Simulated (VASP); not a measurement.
# TaN (P-62m) in VASP: notebook

Runs on TaN. Level: PBEsol. Tasks: single point.

Everything below comes from runs of VASP 6.6.1. Logs are shortened: lines on timing, memory, paths and dates and some standing lists are left out, and cuts for length are marked.

## 1. The cell of the first run

Symmetry: P-62m, No. 189, hexagonal system. Conventional cell: a = 5.196 Å, b = 5.196 Å, c = 2.911 Å, α = 90.00°, β = 90.00°, γ = 120.00°. Within 2.9 Å of Ta (site symmetry -6) lie 6 N at 2.16 Å. Ta (site symmetry -62m) has 3 N at 2.04 Å within 2.7 Å. N (site symmetry m2m) has 5 Ta at 2.04 to 2.16 Å within 2.7 Å.

## 2. Single point, PBEsol

Contents of INCAR:

```
SYSTEM = TaN
  PREC = Accurate
  ENCUT = 520
  EDIFF = 1E-7
  ISMEAR = 1
  SIGMA = 0.3
  LREAL = .False.
  LASPH = .True.
  NELM = 80
  ALGO = Normal
  ISIF = 2
  LWAVE = .False.
  LCHARG = .False.
  GGA = PS
  NBANDS = 33
```

Contents of KPOINTS:

```
Automatic mesh
0
Gamma
  5 5 7
  0 0 0
```

Contents of POSCAR:

```
TaN
1.0
    5.1960000000      0.0000000000      0.0000000000
   -2.5980000000      4.4998680000      0.0000000000
    0.0000000000      0.0000000000      2.9110000000
Ta N
3 3
Direct
    0.3333333333      0.6666666667      0.5000000000
    0.6666666667      0.3333333333      0.5000000000
    0.0000000000      0.0000000000      0.0000000000
    0.3928500000      0.0000000000      0.0000000000
    0.6071500000      0.6071500000      0.0000000000
    0.0000000000      0.3928500000      0.0000000000
```

Potentials or basis: VASP PAW PBE potentials, release 64 (Ta_pv, N).

Launch:

```sh
> cat potpaw_PBE.64/Ta_pv/POTCAR potpaw_PBE.64/N/POTCAR > POTCAR
> mpirun -np 1 vasp_std > vasp.out
```

OUTCAR:

```text
SYSTEM = TaN
   PREC = Accurate
   ENCUT = 520
   EDIFF = 1E-7
   ISMEAR = 1
   LREAL = .False.
   LASPH = .True.
   NELM = 80
   ISIF = 2
   GGA = PS

 ion  position               nearest neighbor table
   1  0.333  0.667  0.500-   5 2.16   5 2.16   6 2.16   6 2.16   4 2.16   4 2.16   2 3.00   2 3.00
                             2 3.00   3 3.33   3 3.33   3 3.33   3 3.33   3 3.33   3 3.33
   2  0.667  0.333  0.500-   6 2.16   6 2.16   4 2.16   4 2.16   5 2.16   5 2.16   1 3.00   1 3.00
                             1 3.00   3 3.33   3 3.33   3 3.33   3 3.33   3 3.33   3 3.33
   3  0.000  0.000  0.000-   4 2.04   5 2.04   6 2.04   2 3.33   1 3.33   1 3.33   2 3.33   2 3.33
                             2 3.33   1 3.33   1 3.33   2 3.33   2 3.33   1 3.33   1 3.33
   4  0.393  0.000  0.000-   3 2.04   1 2.16   1 2.16   2 2.16   2 2.16
   5  0.607  0.607  0.000-   3 2.04   1 2.16   1 2.16   2 2.16   2 2.16
   6  0.000  0.393  0.000-   3 2.04   2 2.16   2 2.16   1 2.16   1 2.16

  LATTYP: Found a hexagonal cell.
 ALAT       =     5.1960000000
 C/A-ratio  =     0.5602386451

  Lattice vectors:

 A1 = (   5.1960000000,   0.0000000000,   0.0000000000)
 A2 = (  -2.5980000000,   4.4998680000,   0.0000000000)
 A3 = (   0.0000000000,   0.0000000000,   2.9110000000)

Analysis of symmetry for initial positions (statically):
=====================================================================
 Subroutine PRICEL returns:
 Original cell was already a primitive cell.

 Routine SETGRP: Setting up the symmetry group for a
 hexagonal supercell.

 Subroutine GETGRP returns: Found 12 space group operations
 (whereof 12 operations were pure point group operations)
 out of a pool of 24 trial point group operations.

The static configuration has the point symmetry D_3h.

Analysis of symmetry for dynamics (positions and initial velocities):
=====================================================================
 Subroutine PRICEL returns:
 Original cell was already a primitive cell.

 Routine SETGRP: Setting up the symmetry group for a
 hexagonal supercell.

 Subroutine GETGRP returns: Found 12 space group operations
 (whereof 12 operations were pure point group operations)
 out of a pool of 24 trial point group operations.

The dynamic configuration has the point symmetry D_3h.

 Subroutine INISYM returns: Found 12 space group operations
 (whereof 12 operations are pure point group operations),
 and found     1 'primitive' translations

----------------------------------------------------------------------------------------

                                     Primitive cell

  volume of cell :      68.0630

  direct lattice vectors                    reciprocal lattice vectors
     5.196000000  0.000000000  0.000000000     0.192455735  0.111114370  0.000000000
    -2.598000000  4.499868000  0.000000000     0.000000000  0.222228741  0.000000000
     0.000000000  0.000000000  2.911000000     0.000000000  0.000000000  0.343524562

  length of vectors
     5.196000000  5.196000002  2.911000000     0.222228741  0.222228741  0.343524562

  position of ions in fractional coordinates (direct lattice)
     0.333333333  0.666666667  0.500000000
     0.666666667  0.333333333  0.500000000
     0.000000000  0.000000000  0.000000000
     0.392850000  0.000000000  0.000000000
     0.607150000  0.607150000  0.000000000
     0.000000000  0.392850000  0.000000000

  ion indices of the primitive-cell ions
   primitive index   ion index
                 1           1
                 2           2
                 3           3
                 4           4
                 5           5
                 6           6

----------------------------------------------------------------------------------------

 KPOINTS: Automatic mesh

Automatic generation of k-mesh.
 Grid dimensions read from file:
 generate k-points for:    5    5    7

 Generating k-lattice:

  Cartesian coordinates                     Fractional coordinates (reciprocal lattice)
     0.038491147  0.022222874  0.000000000     0.200000000 -0.000000000  0.000000000
     0.000000000  0.044445748  0.000000000     0.000000000  0.200000000  0.000000000
     0.000000000  0.000000000  0.049074937     0.000000000  0.000000000  0.142857143

  Length of vectors
     0.044445748  0.044445748  0.049074937

  Shift w.r.t. Gamma in fractional coordinates (k-lattice)
     0.000000000  0.000000000  0.000000000

 Subroutine IBZKPT returns following result:
 ===========================================

 Found     20 irreducible k-points:

 Following reciprocal coordinates:
            Coordinates               Weight
  0.000000  0.000000  0.000000      1.000000
  0.200000  0.000000  0.000000      6.000000
  0.400000 -0.000000  0.000000      6.000000
  0.200000  0.200000  0.000000      6.000000
  0.400000  0.200000  0.000000      6.000000
  0.000000  0.000000  0.142857      2.000000
[... 12 lines left out ...]
  0.200000  0.200000  0.428571     12.000000
  0.400000  0.200000  0.428571     12.000000
   k-points           NKPTS =     20   k-points in BZ     NKDIM =     20   number of bands    NBANDS=     33
   number of dos      NEDOS =    301   number of ions     NIONS =      6
   total plane-waves  NPLWV =  38400
   dimension x,y,z NGX =    40 NGY =   40 NGZ =   24
   dimension x,y,z NGXF=    80 NGYF=   80 NGZF=   48
   ions per type =               3   3
   NGX,Y,Z   is equivalent  to a cutoff of  12.80, 12.80, 13.71 a.u.
   NGXF,Y,Z  is equivalent  to a cutoff of  25.60, 25.60, 27.41 a.u.
 SYSTEM =  TaN
   PREC   = accura    normal or accurate (medium, high low for compatibility)
   ISTART =      0    job   : 0-new  1-cont  2-samecut
   ICHARG =      2    charge: 1-file 2-atom 10-const
   ISPIN  =      1    spin polarized calculation?
   LNONCOLLINEAR =      F non collinear calculations
   LSORBIT =      F    spin-orbit coupling
   LASPH  =      T    aspherical Exc in radial PAW
   ENCUT  =  520.0 eV  38.22 Ry    6.18 a.u.   9.66  9.66  5.41*2*pi/ulx,y,z
   NELM   =     80;   NELMIN=  2; NELMDL= -5     # of ELM steps
   EDIFF  = 0.1E-06   stopping-criterion for ELM
   LREAL  =      F    real-space projection
   EDIFFG = 0.1E-05   stopping-criterion for IOM
   NSW    =      0    number of steps for IOM
   IBRION =     -1    ionic relax: 0-MD 1-quasi-New 2-CG
   NFREE  =      0    steps in history (QN), initial steepest desc. (CG)
   ISIF   =      2    stress and relaxation
   ISYM   =      2    0-nonsym 1-usesym 2-fastsym
   POTIM  = 0.5000    time-step for ionic-motion
   TEBEG  =    0.0;   TEEND  =   0.0 temperature during run
   PSTRESS=    0.0 pullay stress
   NELECT =      48.0000    total number of electrons
   NUPDOWN=      -1.0000    fix difference up-down
   EMIN   =  10.00;   EMAX   =-10.00  energy-range for DOS
   EFERMI =   0.00;   METHOD = LEGACY
   ISMEAR =     1;   SIGMA  =   0.30  broadening in eV -4-tet -1-fermi 0-gaus
   EFERMI_NEDOS =   21; number of points for ismear=-14 and -15
   IALGO  =     38    algorithm
   IMIX   =      4    mixing-type and parameters
     AMIX     =   0.40;   BMIX     =  1.00
     AMIX_MAG =   1.60;   BMIX_MAG =  1.00
  volume/ion in A,a.u.               =      11.34        76.55
  Fermi-wavevector in a.u.,A,eV,Ry     =   1.457197  2.753703 28.890916  2.123422
  Thomas-Fermi vector in A             =   2.574026
   LORBIT       =      0    0 simple, 1 ext, 2 COOP (PROOUT), +10 PAW based schemes
   GGA     = PS    functional components
   LHFCALC =     F    Hartree Fock is set to
   AEXX    =    0.0000 exact exchange contribution
   IVDW    =     0    specifies the selected vdW correction
   LEPSILON=     F    determine dielectric tensor
   LRPA    =     F    only Hartree local field effects (RPA)
 non-spin polarized calculation
 Methfessel and Paxton  Order N= 1 SIGMA  =   0.30
  energy-cutoff  :      520.00
  volume of cell :       68.06
 maximum number of plane-waves:      1860
 NGX is ok and might be reduce to    40
   NGX = 19   NGY = 19   NGZ = 11

 number of electron      48.0000002 magnetization

 Free energy of the ion-electron system (eV)
  ---------------------------------------------------
  ext. energy  EPLUGINS =         0.00000000
  ---------------------------------------------------
  free energy    TOTEN  =       -71.45681021 eV

  energy without entropy =      -71.46913350  energy(sigma->0) =      -71.46091797

 E-fermi :   8.3091     XC(G=0): -13.1611

 val. band max:        8.0597846686   @ k =   0.2000   0.0000   0.1429
 cond. band min:       8.5179769424   @ k =   0.4000  -0.0000   0.2857
 fundamental gap:      0.4581922739
 Fermi energy:         8.3090614675

 k-point     1 :       0.0000    0.0000    0.0000
  band No.  band energies     occupation
      1     -28.0054      2.00000
      2     -28.0054      2.00000
      3     -27.6512      2.00000
      4     -27.6512      2.00000
      5     -27.4697      2.00000
      6     -27.3616      2.00000
[... 25 lines left out ...]
     32      11.3464     -0.00000
     33      11.3464     -0.00000

 k-point     2 :       0.2000    0.0000    0.0000
  band No.  band energies     occupation
      1     -28.0362      2.00000
      2     -27.9930      2.00000
      3     -27.6296      2.00000
      4     -27.6107      2.00000
      5     -27.4601      2.00000
      6     -27.3704      2.00000
[... 25 lines left out ...]
     32      11.5095     -0.00000
     33      11.6349     -0.00000
[... 610 lines left out ...]
     32      12.7002     -0.00000
     33      13.4034     -0.00000

 k-point    20 :       0.4000    0.2000    0.4286
  band No.  band energies     occupation
      1     -28.2308      2.00000
      2     -28.1784      2.00000
      3     -27.9182      2.00000
      4     -27.7352      2.00000
      5     -27.6231      2.00000
      6     -27.4391      2.00000
[... 25 lines left out ...]
     32      12.2336     -0.00000
     33      13.3348     -0.00000

------------------------ aborting loop because EDIFF is reached ----------------------------------------

  FORCE on cell =-STRESS in cart. coord.  units (eV):
  Direction    XX          YY          ZZ          XY          YZ          ZX
  --------------------------------------------------------------------------------------
  -------------------------------------------------------------------------------------
  Total       -1.1239261     -1.1239261     -1.5947971      0.0000000     -0.0000000      0.0000000
  in kB      -26.4567951    -26.4567952    -37.5409197      0.0000000     -0.0000000      0.0000000
  external PRESSURE =     -30.1515033 kB  Pullay stress =       0.0000000 kB

 VOLUME and BASIS-vectors are now :
 -----------------------------------------------------------------------------
  energy-cutoff  :      520.00
  volume of cell :       68.06
      direct lattice vectors                 reciprocal lattice vectors
     5.196000000  0.000000000  0.000000000     0.192455735  0.111114370  0.000000000
    -2.598000000  4.499868000  0.000000000     0.000000000  0.222228741  0.000000000
     0.000000000  0.000000000  2.911000000     0.000000000  0.000000000  0.343524562

 POSITION                                       TOTAL-FORCE (eV/Angst)
 -----------------------------------------------------------------------------------
     -0.00000      2.99991      1.45550        -0.000000      0.000000     -0.000000
      2.59800      1.49996      1.45550        -0.000000      0.000000     -0.000000
      0.00000      0.00000      0.00000        -0.000000      0.000000     -0.000000
      2.04125      0.00000      0.00000         0.019069      0.000000      0.000000
      1.57738      2.73209      0.00000        -0.009535     -0.016515     -0.000000
     -1.02062      1.76777      0.00000        -0.009535      0.016515      0.000000
 -----------------------------------------------------------------------------------
    total drift:                               -0.000002     -0.000003      0.000000

  FREE ENERGIE OF THE ION-ELECTRON SYSTEM (eV)
  ---------------------------------------------------
  free  energy   TOTEN  =       -71.4568102067 eV

  energy  without entropy=      -71.4691335043  energy(sigma->0) =      -71.46091797
```

It took 30 s on 1 thread of AMD EPYC 9R14 (Zen 4), shared host; peak memory 0.17 GiB.

Results:

```
Free energy            : -71.4568 eV
Pressure               : -3.0 GPa
Largest force          : 0.019 eV/Å
Band gap on the k mesh : zero (band 24 reaches 9.78 eV, above the bottom of band 25 at 7.15 eV)
```

Forces on the atoms (eV/Å):
```
Ta   0.000  0.000  0.000
Ta   0.000  0.000  0.000
Ta   0.000  0.000  0.000
N    0.019  0.000  0.000
N   -0.010 -0.017  0.000
N   -0.010  0.017  0.000
```

Caveat: the PAW data sets were made with another functional, which shifts forces and pressure a little; spin-orbit coupling is left out, which moves the levels of the heavy elements.

## 3. Single point, PBEsol

Contents of INCAR:

```
SYSTEM = TaN
PREC     = Accurate       ! precision mode
ENCUT    = 520            ! plane-wave cutoff, eV
EDIFF    = 1E-6           ! SCF threshold, eV
ISMEAR   = 1              ! smearing method
SIGMA    = 0.2            ! smearing width, eV
LREAL    = .FALSE.        ! projectors in reciprocal space
LASPH    = .TRUE.         ! aspherical terms in the spheres
NELM     = 100            ! most SCF steps
ALGO     = Normal         ! electronic algorithm
ISIF     = 2              ! what is computed and relaxed
LWAVE    = .FALSE.        ! write WAVECAR
LCHARG   = .FALSE.        ! write CHGCAR
GGA      = PS             ! functional
NBANDS   = 33             ! bands
```

Contents of KPOINTS:

```
regular mesh
0
G
  5 5 7
  0 0 0
```

POSCAR is that of step 2.

Potentials or basis: VASP PAW PBE potentials, release 64 (Ta_pv, N).

Launch:

```sh
> cat potpaw_PBE.64/Ta_pv/POTCAR potpaw_PBE.64/N/POTCAR > POTCAR
> mpirun -np 1 vasp_std > vasp.out
```

Run time: 31 s. Hardware: 1 thread of AMD EPYC 9R14 (Zen 4), shared host; peak memory 0.17 GiB.

It converged, with:

| Item | Value |
| --- | --- |
| Free energy | -71.4599 eV |
| Pressure | -3.0 GPa |
| Largest force | 0.023 eV/Å |
| Band gap on the k mesh | zero (band 24 reaches 9.78 eV, above the bottom of band 25 at 7.15 eV) |

Forces on the atoms (eV/Å):
```
Ta   0.000  0.000  0.000
Ta   0.000  0.000  0.000
Ta   0.000  0.000  0.000
N    0.023  0.000  0.000
N   -0.012 -0.020  0.000
N   -0.012  0.020  0.000
```

Stress tensor (GPa, compression positive):
```
-2.69  0.00  0.00
 0.00 -2.69  0.00
 0.00  0.00 -3.63
```

Levels at points of the mesh, in eV from the Fermi level:
```csv
k point,band 22,band 23,band 24,band 25,band 26,band 27
"(0.00, 0.00, 0.00)",-3.34,-1.94,-0.94,-0.94,0.54,0.54
```

Caveat: the PAW data sets were made with another functional, which shifts forces and pressure a little; spin-orbit coupling is left out, which moves the levels of the heavy elements.

## 4. Single point, PBEsol

Contents of INCAR:

```
ALGO = Normal
EDIFF = 1E-6
ENCUT = 520
GGA = PS
ISIF = 2
ISMEAR = 1
LASPH = T
LCHARG = F
LREAL = F
LWAVE = F
NBANDS = 33
NELM = 80
PREC = Accurate
SIGMA = 0.1
```

Contents of KPOINTS:

```
k-points
0
Gamma
  5 5 7
```

POSCAR is that of step 3.

Launch:

```sh
> cat potpaw_PBE.64/Ta_pv/POTCAR potpaw_PBE.64/N/POTCAR > POTCAR
> mpirun -np 1 vasp_std > vasp.out
```

It took 30 s on 1 thread of AMD EPYC 9R14 (Zen 4), shared host; peak memory 0.17 GiB.

Results (log left out):

| Item | Value |
| --- | --- |
| Free energy | -71.4598 eV |
| Pressure | -3.0 GPa |
| Largest force | 0.023 eV/Å |
| Band gap on the k mesh | zero (band 24 reaches 9.78 eV, above the bottom of band 25 at 7.15 eV) |

Forces in eV/Å, atoms in the order of the input:
```
Ta   0.000  0.000  0.000
Ta   0.000  0.000  0.000
Ta   0.000  0.000  0.000
N    0.023  0.000  0.000
N   -0.012 -0.020  0.000
N   -0.012  0.020  0.000
```

Stress tensor (GPa, compression positive):
```
-2.68  0.00  0.00
 0.00 -2.68  0.00
 0.00  0.00 -3.63
```

Levels at points of the mesh, in eV from the Fermi level:
```csv
k point,band 20,band 21,band 22,band 23,band 24,band 25,band 26,band 27,band 28,band 29
"(0.00, 0.00, 0.00)",-4.96,-4.19,-3.26,-1.87,-0.86,-0.86,0.62,0.62,1.89,1.97
```

Caveat: the PAW data sets were made with another functional, which shifts forces and pressure a little; spin-orbit coupling is left out, which moves the levels of the heavy elements.

## 5. Single point, PBEsol

Contents of INCAR:

```
PREC = Accurate
ENCUT = 520
EDIFF = 1E-7
ISMEAR = 1
SIGMA = 0.05
LREAL = False
LASPH = True
NELM = 60
ALGO = Normal
ISIF = 2
LWAVE = False
LCHARG = False
GGA = PS
NBANDS = 33
```

Contents of KPOINTS:

```
regular mesh
0
Gamma
  5 5 7
```

POSCAR is that of step 4.

Launch:

```sh
> cat potpaw_PBE.64/Ta_pv/POTCAR potpaw_PBE.64/N/POTCAR > POTCAR
> mpirun -np 1 vasp_std > vasp.out
```

Wall time 31 s (1 thread of AMD EPYC 9R14 (Zen 4), shared host); peak memory 0.17 GiB.

The run converged. Its results:

```
Free energy            : -71.4595 eV
Pressure               : -3.0 GPa
Largest force          : 0.023 eV/Å
Band gap on the k mesh : zero (band 24 reaches 9.78 eV, above the bottom of band 25 at 7.15 eV)
```

Forces on the atoms (eV/Å):
```
Ta   0.000  0.000  0.000
Ta   0.000  0.000  0.000
Ta   0.000  0.000  0.000
N    0.023  0.000  0.000
N   -0.012 -0.020  0.000
N   -0.012  0.020  0.000
```

Stress tensor (GPa, compression positive):
```
-2.68  0.00  0.00
 0.00 -2.68  0.00
 0.00  0.00 -3.62
```

Levels at points of the mesh, in eV from the Fermi level:
```csv
k point,band 20,band 21,band 22,band 23,band 24,band 25,band 26,band 27,band 28,band 29
"(0.00, 0.00, 0.00)",-4.93,-4.16,-3.23,-1.84,-0.83,-0.83,0.65,0.65,1.92,2.00
```

Caveat: the PAW data sets were made with another functional, which shifts forces and pressure a little; spin-orbit coupling is left out, which moves the levels of the heavy elements.

## 6. The runs side by side

```csv
smearing,gap on the mesh (eV),pressure (GPa),largest force (eV/Å)
methfessel-paxton 0.3 eV,none,-3.0,0.02
methfessel-paxton 0.2 eV,none,-3.0,0.02
methfessel-paxton 0.1 eV,none,-3.0,0.02
methfessel-paxton 0.05 eV,none,-3.0,0.02
```

Alike in all rows: task single point; level PBEsol; potentials or basis VASP PAW PBE potentials, release 64 (Ta_pv, N); no spin polarisation; cell as given; k mesh 5 × 5 × 7; cutoff (eV) 520.

Every run on the cell as given and a fine mesh finds a metal.

Caveats: the PAW data sets were made with another functional, which shifts forces and pressure a little; spin-orbit coupling is left out, which moves the levels of the heavy elements.

Total energies depend on the potentials used, so only differences within one code and one set of settings carry meaning.
